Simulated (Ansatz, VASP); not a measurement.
# ZnO: VASP beside Ansatz

Contents of INCAR:

```
ALGO = Normal ; EDIFF = 1E-7
ENCUT = 520 ; GGA = PE
ISIF = 2 ; ISMEAR = 0
LASPH = True ; LCHARG = False
LREAL = False ; LWAVE = False
NBANDS = 26 ; NELM = 80
PREC = Accurate ; SIGMA = 0.01
```

Contents of KPOINTS:

```
k-points
0
Gamma
  12 12 6
```

The input POSCAR:

```
ZnO
1.0
    3.4165334496      0.0000000000      0.0000000000
   -1.7082667248      2.9588047602      0.0000000000
    0.0000000000      0.0000000000      4.4775677032
Zn O
2 2
Direct
    0.3333333333      0.6666666667      0.2500000000
    0.6666666667      0.3333333333      0.7500000000
    0.6666666667      0.3333333333      0.2500000000
    0.3333333333      0.6666666667      0.7500000000
```

Input for Ansatz:

```yaml
crystal:
  lattice:
    - [3.4165334496, 0.0, 0.0]
    - [-1.7082667248, 2.9588047602, 0.0]
    - [0.0, 0.0, 4.4775677032]
  atoms:
    - { symbol: Zn, position: [0.3333333333, 0.6666666667, 0.25] }
    - { symbol: Zn, position: [0.6666666667, 0.3333333333, 0.75] }
    - { symbol: O, position: [0.6666666667, 0.3333333333, 0.25] }
    - { symbol: O, position: [0.3333333333, 0.6666666667, 0.75] }
kpoints:
  mp_grid: { grid: [12, 12, 6] }
  band_path:
    path:
      - [0.0, 0.0, 0.0]
      - [0.5, 0.0, 0.0]
      - [0.3333333333, 0.3333333333, 0.0]
      - [0.0, 0.0, 0.5]
      - [0.5, 0.0, 0.5]
      - [0.3333333333, 0.3333333333, 0.5]
    npoints: 1
hamiltonian:
  xc: pbe
scf:
  occupations: { method: fixed }
  n_extra_bands: 5
output:
  forces: true
  stress: true
  eigenvalues: true
```

Alike in both runs: task single point; functional PBE; k mesh 12 × 12 × 6; no spin polarisation.

|  | VASP | Ansatz |
| --- | --- | --- |
| version | VASP 6.6.1 | Ansatz 0.2.0 |
| potentials or method | VASP PAW PBE potentials, release 64 (Zn, O) | plane waves, PAW |
| plane-wave cutoff (eV) | 520 | 420 |
| occupations | gaussian, width 0.01 eV | fixed |
| valence electrons in the cell | 36 | 36 |

```tsv
	VASP	Ansatz	Ansatz less VASP
gap on the k mesh at the Fermi level (eV)	1.00	1.02	+0.021
pressure (GPa)	7.6	6.5	-1.15
traceless stress, the component that is largest in VASP (GPa)	-0.46	0.00	+0.465
```
